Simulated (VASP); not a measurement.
# AgHgF3 (P1) in VASP: single point with PBEsol

Aim: the single point of AgHgF3 with PBEsol.

Program: VASP 6.6.1. These are calculated values, not measurements. Logs are shortened: lines on timing, memory, paths and dates and some standing lists are left out, and cuts for length are marked.

### 1 The cell of the first run

The typed cell holds 10 atoms: a = 8.792 Å, b = 4.354 Å, c = 4.473 Å, α = 86.29°, β = 97.72°, γ = 93.33°.

### 2 Single point, PBEsol

The input, INCAR:

```
PREC = Accurate
ENCUT = 520
EDIFF = 1E-7
ISMEAR = -1
SIGMA = 0.05
LREAL = F
LASPH = T
NELM = 60
ALGO = Normal
ISIF = 2
LWAVE = F
LCHARG = F
GGA = PS
NBANDS = 55
```

The input, KPOINTS:

```
regular mesh
0
Gamma
  2 4 4
```

The input, POSCAR:

```
AgHgF3
1.0
    8.7679474031     -0.2443759227     -0.5972527918
   -0.1227827867      4.3498882426      0.1407272817
   -0.2948196333      0.1372031556      4.4614475435
Ag Hg F
2 2 6
Direct
    0.0345705166     -0.1244708737     -0.0841924865
    0.5437118867     -0.0097203788     -0.2131354715
    0.2268151472      0.4352832278      0.5017256854
    0.7529457172      0.6076219909      0.5358819835
   -0.0005279336      0.6787619234      0.3970233264
    0.2810645562     -0.0619217395      0.6547386711
    0.1564831652      0.3771476241     -0.0039714069
    0.4880134544      0.4357079866      0.5112209898
    0.8149274671      0.1167837943      0.6538607694
    0.6845559129      0.6228407626      0.0329400588
```

Potentials or basis: VASP PAW PBE potentials, release 64 (Ag, Hg, F).

The run is started by

```sh
$ cat potpaw_PBE.64/Ag/POTCAR potpaw_PBE.64/Hg/POTCAR potpaw_PBE.64/F/POTCAR > POTCAR
$ mpirun -np 1 vasp_std > vasp.out
```

OUTCAR:

```text
PREC = Accurate
   ENCUT = 520
   EDIFF = 1E-7
   ISMEAR = -1
   LREAL = F
   LASPH = T
   NELM = 60
   ISIF = 2
   GGA = PS

 ion  position               nearest neighbor table
   1  0.035  0.876  0.916-   5 2.32   9 2.38   7 2.40   7 2.46   5 2.50   6 2.59   4 3.03   3 3.41
                             3 3.45   3 3.46
   2  0.544  0.990  0.787-  10 2.22   8 2.27   6 2.31   9 2.56   4 2.93   4 3.39   3 3.53   3 3.73

   3  0.227  0.435  0.502-   6 2.29   7 2.29   8 2.29   5 2.30   6 2.34   7 2.37   1 3.41   1 3.45
                             1 3.46   2 3.53   2 3.73
   4  0.753  0.608  0.536-  10 2.25   9 2.25   9 2.33   5 2.33  10 2.39   8 2.40   2 2.93   1 3.03
                             2 3.39
   5  0.999  0.679  0.397-   3 2.30   1 2.32   4 2.33   1 2.50
   6  0.281  0.938  0.655-   3 2.29   2 2.31   3 2.34   1 2.59
   7  0.156  0.377  0.996-   3 2.29   3 2.37   1 2.40   1 2.46
   8  0.488  0.436  0.511-   2 2.27   3 2.29   4 2.40
   9  0.815  0.117  0.654-   4 2.25   4 2.33   1 2.38   2 2.56
  10  0.685  0.623  0.033-   2 2.22   4 2.25   4 2.39

  LATTYP: Found a triclinic cell.
 ALAT       =     4.4732826320
 B/A-ratio  =     2.6089473608
 C/A-ratio  =     0.9733111069
 COS(alpha) =     0.0058670404
 COS(beta)  =     0.0647387157
 COS(gamma) =     0.6653948738

  Lattice vectors:

 A1 = (  -0.2948196333,   0.1372031556,   4.4614475435)
 A2 = (   8.1783081365,   0.0300303885,   8.3256422952)
 A3 = (  -0.1227827867,   4.3498882426,   0.1407272817)

Analysis of symmetry for initial positions (statically):
=====================================================================
 Subroutine PRICEL returns:
 Original cell was already a primitive cell.

 Routine SETGRP: Setting up the symmetry group for a
 triclinic supercell.

 Subroutine GETGRP returns: Found  1 space group operations
 (whereof  1 operations were pure point group operations)
 out of a pool of  2 trial point group operations.

The static configuration has the point symmetry C_1 .

Analysis of symmetry for dynamics (positions and initial velocities):
=====================================================================
 Subroutine PRICEL returns:
 Original cell was already a primitive cell.

 Routine SETGRP: Setting up the symmetry group for a
 triclinic supercell.

 Subroutine GETGRP returns: Found  1 space group operations
 (whereof  1 operations were pure point group operations)
 out of a pool of  2 trial point group operations.

The dynamic configuration has the point symmetry C_1 .

 Subroutine INISYM returns: Found  1 space group operations
 (whereof  1 operations are pure point group operations),
 and found     1 'primitive' translations

----------------------------------------------------------------------------------------

                                     Primitive cell

  volume of cell :     169.1089

  direct lattice vectors                    reciprocal lattice vectors
     8.767947403 -0.244375923 -0.597252792     0.114645008  0.002993928  0.007483854
    -0.122782787  4.349888243  0.140727282     0.005962581  0.230275626 -0.006687663
    -0.294819633  0.137203156  4.461447544     0.015159419 -0.006862780  0.225355309

  length of vectors
     8.791662650  4.353895670  4.473282632     0.114928019  0.230449867  0.225968850

  position of ions in fractional coordinates (direct lattice)
     0.034570517  0.875529126  0.915807513
     0.543711887  0.990279621  0.786864528
     0.226815147  0.435283228  0.501725685
     0.752945717  0.607621991  0.535881983
     0.999472066  0.678761923  0.397023326
     0.281064556  0.938078260  0.654738671
     0.156483165  0.377147624  0.996028593
     0.488013454  0.435707987  0.511220990
     0.814927467  0.116783794  0.653860769
     0.684555913  0.622840763  0.032940059

  ion indices of the primitive-cell ions
   primitive index   ion index
                 1           1
                 2           2
                 3           3
                 4           4
                 5           5
                 6           6
                 7           7
                 8           8
                 9           9
                10          10

----------------------------------------------------------------------------------------

 KPOINTS: regular mesh

Automatic generation of k-mesh.
 Grid dimensions read from file:
 generate k-points for:    2    4    4

 Generating k-lattice:

  Cartesian coordinates                     Fractional coordinates (reciprocal lattice)
     0.057322504  0.001496964  0.003741927     0.500000000 -0.000000000 -0.000000000
     0.001490645  0.057568907 -0.001671916    -0.000000000  0.250000000 -0.000000000
     0.003789855 -0.001715695  0.056338827    -0.000000000  0.000000000  0.250000000

  Length of vectors
     0.057464009  0.057612467  0.056492212

  Shift w.r.t. Gamma in fractional coordinates (k-lattice)
     0.000000000  0.000000000  0.000000000

 Subroutine IBZKPT returns following result:
 ===========================================

 Found     20 irreducible k-points:

 Following reciprocal coordinates:
            Coordinates               Weight
  0.000000  0.000000  0.000000      1.000000
  0.500000  0.000000  0.000000      1.000000
 -0.000000  0.250000  0.000000      2.000000
  0.500000  0.250000 -0.000000      2.000000
 -0.000000  0.500000  0.000000      1.000000
  0.500000  0.500000 -0.000000      1.000000
[... 12 lines left out ...]
  0.000000  0.500000  0.500000      1.000000
  0.500000  0.500000  0.500000      1.000000
   k-points           NKPTS =     20   k-points in BZ     NKDIM =     20   number of bands    NBANDS=     55
   number of dos      NEDOS =    301   number of ions     NIONS =     10
   total plane-waves  NPLWV =  80640
   dimension x,y,z NGX =    70 NGY =   32 NGZ =   36
   dimension x,y,z NGXF=   140 NGYF=   64 NGZF=   72
   ions per type =               2   2   6
   NGX,Y,Z   is equivalent  to a cutoff of  13.24, 12.22, 13.38 a.u.
   NGXF,Y,Z  is equivalent  to a cutoff of  26.47, 24.44, 26.76 a.u.
 SYSTEM =  unknown system
   PREC   = accura    normal or accurate (medium, high low for compatibility)
   ISTART =      0    job   : 0-new  1-cont  2-samecut
   ICHARG =      2    charge: 1-file 2-atom 10-const
   ISPIN  =      1    spin polarized calculation?
   LNONCOLLINEAR =      F non collinear calculations
   LSORBIT =      F    spin-orbit coupling
   LASPH  =      T    aspherical Exc in radial PAW
   ENCUT  =  520.0 eV  38.22 Ry    6.18 a.u.  16.35  8.10  8.32*2*pi/ulx,y,z
   NELM   =     60;   NELMIN=  2; NELMDL= -5     # of ELM steps
   EDIFF  = 0.1E-06   stopping-criterion for ELM
   LREAL  =      F    real-space projection
   EDIFFG = 0.1E-05   stopping-criterion for IOM
   NSW    =      0    number of steps for IOM
   IBRION =     -1    ionic relax: 0-MD 1-quasi-New 2-CG
   NFREE  =      0    steps in history (QN), initial steepest desc. (CG)
   ISIF   =      2    stress and relaxation
   ISYM   =      2    0-nonsym 1-usesym 2-fastsym
   POTIM  = 0.5000    time-step for ionic-motion
   TEBEG  =    0.0;   TEEND  =   0.0 temperature during run
   PSTRESS=    0.0 pullay stress
   NELECT =      88.0000    total number of electrons
   NUPDOWN=      -1.0000    fix difference up-down
   EMIN   =  10.00;   EMAX   =-10.00  energy-range for DOS
   EFERMI =   0.00;   METHOD = LEGACY
   ISMEAR =    -1;   SIGMA  =   0.05  broadening in eV -4-tet -1-fermi 0-gaus
   EFERMI_NEDOS =   21; number of points for ismear=-14 and -15
   IALGO  =     38    algorithm
   IMIX   =      4    mixing-type and parameters
     AMIX     =   0.40;   BMIX     =  1.00
     AMIX_MAG =   1.60;   BMIX_MAG =  1.00
  volume/ion in A,a.u.               =      16.91       114.12
  Fermi-wavevector in a.u.,A,eV,Ry     =   1.316781  2.488355 23.591310  1.733912
  Thomas-Fermi vector in A             =   2.446869
   LORBIT       =      0    0 simple, 1 ext, 2 COOP (PROOUT), +10 PAW based schemes
   GGA     = PS    functional components
   LHFCALC =     F    Hartree Fock is set to
   AEXX    =    0.0000 exact exchange contribution
   IVDW    =     0    specifies the selected vdW correction
   LEPSILON=     F    determine dielectric tensor
   LRPA    =     F    only Hartree local field effects (RPA)
 non-spin polarized calculation
  energy-cutoff  :      520.00
  volume of cell :      169.11
 maximum number of plane-waves:      4586
 NGX is ok and might be reduce to    70
   NGX = 33   NGY = 17   NGZ = 17

 number of electron      87.9999993 magnetization

 Free energy of the ion-electron system (eV)
  ---------------------------------------------------
  ext. energy  EPLUGINS =         0.00000000
  ---------------------------------------------------
  free energy    TOTEN  =       -30.49109764 eV

  energy without entropy =      -30.47750921  energy(sigma->0) =      -30.48430342

 E-fermi :   0.2739     XC(G=0):  -9.5913

 val. band max:        0.1696278607   @ k =   0.0000   0.0000   0.0000
 cond. band min:       0.8307814301   @ k =   0.5000   0.0000   0.0000
 fundamental gap:      0.6611535694
 Fermi energy:         0.2739075167

 k-point     1 :       0.0000    0.0000    0.0000
  band No.  band energies     occupation
      1     -21.8449      2.00000
      2     -21.6932      2.00000
      3     -21.5874      2.00000
      4     -21.5146      2.00000
      5     -21.4197      2.00000
      6     -21.3459      2.00000
[... 47 lines left out ...]
     54      10.2586      0.00000
     55      10.6384      0.00000

 k-point     2 :       0.5000    0.0000    0.0000
  band No.  band energies     occupation
      1     -21.8084      2.00000
      2     -21.7546      2.00000
      3     -21.5610      2.00000
      4     -21.5131      2.00000
      5     -21.4228      2.00000
      6     -21.3458      2.00000
[... 47 lines left out ...]
     54      10.1802      0.00000
     55      10.9517      0.00000

 k-point     3 :      -0.0000    0.2500    0.0000
  band No.  band energies     occupation
      1     -21.7872      2.00000
      2     -21.6575      2.00000
      3     -21.5808      2.00000
      4     -21.5395      2.00000
      5     -21.4218      2.00000
      6     -21.3609      2.00000
[... 920 lines left out ...]
 k-point    19 :       0.0000    0.5000    0.5000
  band No.  band energies     occupation
      1     -21.6432      2.00000
      2     -21.6212      2.00000
      3     -21.5506      2.00000
      4     -21.5204      2.00000
      5     -21.4350      2.00000
      6     -21.4022      2.00000
[... 47 lines left out ...]
     54       9.1841      0.00000
     55       9.6385      0.00000

 k-point    20 :       0.5000    0.5000    0.5000
  band No.  band energies     occupation
      1     -21.6431      2.00000
      2     -21.6234      2.00000
      3     -21.5485      2.00000
      4     -21.5115      2.00000
      5     -21.4356      2.00000
      6     -21.4107      2.00000
[... 47 lines left out ...]
     54       9.5761      0.00000
     55       9.6871      0.00000

------------------------ aborting loop because EDIFF is reached ----------------------------------------

  FORCE on cell =-STRESS in cart. coord.  units (eV):
  Direction    XX          YY          ZZ          XY          YZ          ZX
  --------------------------------------------------------------------------------------
  -------------------------------------------------------------------------------------
  Total        0.2521829      0.2748304      0.2457527     -0.0866465      0.0091233     -0.0154740
  in kB        2.3892402      2.6038082      2.3283184     -0.8209094      0.0864364     -0.1466045
  external PRESSURE =       2.4404556 kB  Pullay stress =       0.0000000 kB

 VOLUME and BASIS-vectors are now :
 -----------------------------------------------------------------------------
  energy-cutoff  :      520.00
  volume of cell :      169.11
      direct lattice vectors                 reciprocal lattice vectors
     8.767947403 -0.244375923 -0.597252792     0.114645008  0.002993928  0.007483854
    -0.122782787  4.349888243  0.140727282     0.005962581  0.230275626 -0.006687663
    -0.294819633  0.137203156  4.461447544     0.015159419 -0.006862780  0.225355309

 POSITION                                       TOTAL-FORCE (eV/Angst)
 -----------------------------------------------------------------------------------
     -0.07439      3.92566      4.18839         0.007377      0.004105      0.003501
      4.41366      4.28270      3.32518        -0.010137      0.006245      0.005279
      1.78734      1.90684      2.16421        -0.001212     -0.002024     -0.003023
      6.36919      2.53261      2.02662        -0.011704      0.013869      0.015470
      8.56293      2.76276      1.26988        -0.005955      0.039350     -0.026706
      2.15615      4.10168      2.88523         0.020115     -0.015257      0.034874
      1.03208      1.73897      4.40334        -0.030364     -0.010914     -0.019203
      4.07466      1.84616      2.05063         0.029202     -0.010396     -0.001578
      6.93813      0.39856      2.44688         0.030143     -0.028114      0.031808
      5.91596      2.54652     -0.17424        -0.027464      0.003136     -0.040423
 -----------------------------------------------------------------------------------
    total drift:                               -0.000846      0.000150      0.000979

  FREE ENERGIE OF THE ION-ELECTRON SYSTEM (eV)
  ---------------------------------------------------
  free  energy   TOTEN  =       -30.4910976376 eV

  energy  without entropy=      -30.4775092120  energy(sigma->0) =      -30.48430342
```

It took 4.9 min on 1 thread of Oxide Virtual Turin-like, shared host; peak memory 0.32 GiB.

Results:

| Item | Value |
| --- | --- |
| Free energy | -30.4911 eV |
| Pressure | 0.2 GPa |
| Largest force | 0.052 eV/Å |
| Band gap on the k mesh | 0.02 eV (least direct gap 0.28 eV) |

Forces on the atoms (eV/Å):
```
Ag   0.007  0.004  0.004
Ag  -0.010  0.006  0.005
Hg  -0.001 -0.002 -0.003
Hg  -0.012  0.014  0.015
F   -0.006  0.039 -0.027
F    0.020 -0.015  0.035
F   -0.030 -0.011 -0.019
F    0.029 -0.010 -0.002
F    0.030 -0.028  0.032
F   -0.027  0.003 -0.040
```

Stress tensor (GPa, compression positive):
```
 0.24 -0.08 -0.01
-0.08  0.26  0.01
-0.01  0.01  0.23
```

Caveat: the smearing spreads over this small gap; the PAW data sets were made with another functional, which shifts forces and pressure a little; spin-orbit coupling is left out, which moves the levels of the heavy elements. A k mesh can miss the band edges.

The gap in the log of VASP goes by the Fermi energy; the results here count the filled bands.